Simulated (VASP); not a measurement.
BaHfO3, 10 atoms in the cell. The typed cell holds 10 atoms: a = 4.216 Å, b = 4.245 Å, c = 8.324 Å, α = 90.92°, β = 90.01°, γ = 89.62°. 

* Program: VASP 6.6.1
* Task: relaxation of cell and atoms
* Functional: PBE
* Potentials or basis: VASP PAW PBE potentials, release 64 (Ba_sv, Hf_pv, O)
* Cutoff: 600 eV
* k mesh: 4 × 4 × 2
* Occupations: gaussian, width 0.1 eV
* Spin: no spin polarisation
* Dipole correction: no
* Further INCAR settings: ALGO = Normal; EDIFF = 1e-06; IBRION = 2; EDIFFG = -0.025; NSW = 80; ISIF = 3

Potentials or basis: VASP PAW PBE potentials, release 64 (Ba_sv, Hf_pv, O).

Run with:

```sh
$ cat potpaw_PBE.64/Ba_sv/POTCAR potpaw_PBE.64/Hf_pv/POTCAR potpaw_PBE.64/O/POTCAR > POTCAR
$ mpirun -np 1 vasp_std > vasp.out
```

Hardware: 1 thread of Oxide Virtual Turin-like Processor (shared host).

Problem. Estimate the wall time of this run.

Solution. It took 55 min on 1 thread of Oxide Virtual Turin-like Processor (shared host), peak memory 0.37 GiB. Counts: scf iterations 209, k points 20, ion steps 25.
